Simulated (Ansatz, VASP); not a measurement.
One calculation of Pt, two programs

File INCAR:

```
SYSTEM = Pt
  PREC = Accurate
  ENCUT = 600
  EDIFF = 1E-7
  ISMEAR = 1
  SIGMA = 0.1
  LREAL = .FALSE.
  LASPH = .TRUE.
  NELM = 60
  ALGO = Fast
  ISIF = 3
  LWAVE = .FALSE.
  LCHARG = .FALSE.
  GGA = PS
  IBRION = 2
  NSW = 80
  EDIFFG = -0.01
```

KPOINTS

```
regular mesh
0
G
  18 18 8
  0 0 0
```

The input POSCAR:

```
Pt
1.0
    2.7746870094      0.0000000000      0.0000000000
   -1.3873435047      2.4029494377      0.0000000000
    0.0000000000      0.0000000000      6.7965673689
Pt
3
Direct
    0.0000000000      0.0000000000      0.0000000000
    0.3333333333      0.6666666667      0.3333333333
    0.6666666667      0.3333333333      0.6666666667
```

Input for Ansatz:

```yaml
crystal:
  lattice:
    - [2.7746870094, 0.0, 0.0]
    - [-1.3873435047, 2.4029494377, 0.0]
    - [0.0, 0.0, 6.7965673689]
  atoms:
    - { symbol: Pt, position: [0.0, 0.0, 0.0] }
    - { symbol: Pt, position: [0.3333333333, 0.6666666667, 0.3333333333] }
    - { symbol: Pt, position: [0.6666666667, 0.3333333333, 0.6666666667] }
scf:
  occupations: { method: methfessel_paxton, width: 0.1 }
output:
  forces: true
  stress: true
  eigenvalues: true
  write_density: true
  write_potential: true
  elf: true
  volumetric_format: npy
hamiltonian:
  xc: pbesol
kpoints:
  mp_grid: { grid: [18, 18, 8] }
relax:
  f_tol: 0.01
  adjacent_minimum: "off"
  cell: { stress_tol: 0.03 }
```

Alike in both runs: task relaxation of cell and atoms; functional PBEsol; k mesh 18 × 18 × 8; occupations methfessel-paxton of order 1, width 0.1 eV; no spin polarisation.

|  | VASP | Ansatz |
| --- | --- | --- |
| version | VASP 6.6.1 | Ansatz 0.2.0 |
| potentials or method | VASP PAW PBE potentials, release 64 (Pt) | scalar-relativistic, plane waves, PAW |
| plane-wave cutoff (eV) | 600 | 420 |
| valence electrons in the cell | 30 | 54 |

```csv
,VASP,Ansatz,Ansatz less VASP
"gap on the k mesh at the Fermi level, each at its own relaxed structure (eV)",none,none,-
relaxed volume (Å³/atom),15.02,15.03,+0.017
relaxed cell length with the largest relative difference (Å),6.783,6.787,+0.0038
```

VASP's potentials were made for PBE, not for PBEsol. A gap of «none» marks a metal or a gap that the smearing closes. VASP's potentials hold 30 valence electrons a cell and Ansatz's 54, so a difference there can come from the potentials and not from the codes.

Spin-orbit coupling is off throughout.
